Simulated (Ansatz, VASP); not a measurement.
# Two plane-wave programs on W

File INCAR:

```
ALGO     = Fast           # electronic algorithm
EDIFF    = 1E-7           # SCF threshold, eV
ENCUT    = 520            # plane-wave cutoff, eV
GGA      = PE             # functional
ISIF     = 2              # what is computed and relaxed
ISMEAR   = 0              # smearing method
LASPH    = T              # aspherical terms in the spheres
LCHARG   = T              # write CHGCAR
LELF     = T              # ELF
LREAL    = F              # projectors in reciprocal space
LVHAR    = T            
LWAVE    = F              # write WAVECAR
NBANDS   = 66             # bands
NELM     = 100            # most SCF steps
PREC     = Accurate       # precision mode
SIGMA    = 0.15           # smearing width, eV
```

File KPOINTS:

```
k-points
0
Gamma
  10 10 10
```

Contents of POSCAR:

```
W
1.0
   -3.1946000000     -3.1946000000      3.1946000000
   -3.1946000000      3.1946000000     -3.1946000000
    3.1946000000     -3.1946000000     -3.1946000000
W
8
Direct
    0.5000000000      0.5000000000      0.5000000000
    0.0000000000      0.5000000000      0.5000000000
    0.5000000000      0.0000000000      0.5000000000
    0.0000000000      0.0000000000      0.5000000000
    0.5000000000      0.5000000000      0.0000000000
    0.0000000000      0.5000000000      0.0000000000
    0.5000000000      0.0000000000      0.0000000000
    0.0000000000      0.0000000000      0.0000000000
```

Input for Ansatz:

```yaml
crystal:
  lattice:
    - [-3.1946, -3.1946, 3.1946]
    - [-3.1946, 3.1946, -3.1946]
    - [3.1946, -3.1946, -3.1946]
  atoms:
    - { symbol: W, position: [0.5, 0.5, 0.5] }
    - { symbol: W, position: [0.0, 0.5, 0.5] }
    - { symbol: W, position: [0.5, 0.0, 0.5] }
    - { symbol: W, position: [0.0, 0.0, 0.5] }
    - { symbol: W, position: [0.5, 0.5, 0.0] }
    - { symbol: W, position: [0.0, 0.5, 0.0] }
    - { symbol: W, position: [0.5, 0.0, 0.0] }
    - { symbol: W, position: [0.0, 0.0, 0.0] }
basis:
  ecutwfc: 420
kpoints:
  mp_grid: { grid: [10, 10, 10] }
hamiltonian:
  xc: pbe
scf:
  occupations: { method: gaussian, width: 0.15 }
output:
  forces: true
  stress: true
  eigenvalues: true
```

Alike in both runs: task single point; functional PBE; k mesh 10 × 10 × 10; occupations gaussian, width 0.15 eV; no spin polarisation.

|  | VASP | Ansatz |
| --- | --- | --- |
| version | VASP 6.6.1 | Ansatz 0.2.0 |
| potentials or method | VASP PAW PBE potentials, release 64 (W_sv), cutoff 520 eV | scalar-relativistic, plane waves, PAW |
| valence electrons in the cell | 112 | 112 |

```tsv
	VASP	Ansatz	Ansatz less VASP
gap on the k mesh at the Fermi level (eV)	none	none	-
pressure (GPa)	-2.7	-3.1	-0.45
```

A gap of «none» marks a metal or a gap that the smearing closes.

Neither program's run includes spin-orbit coupling.
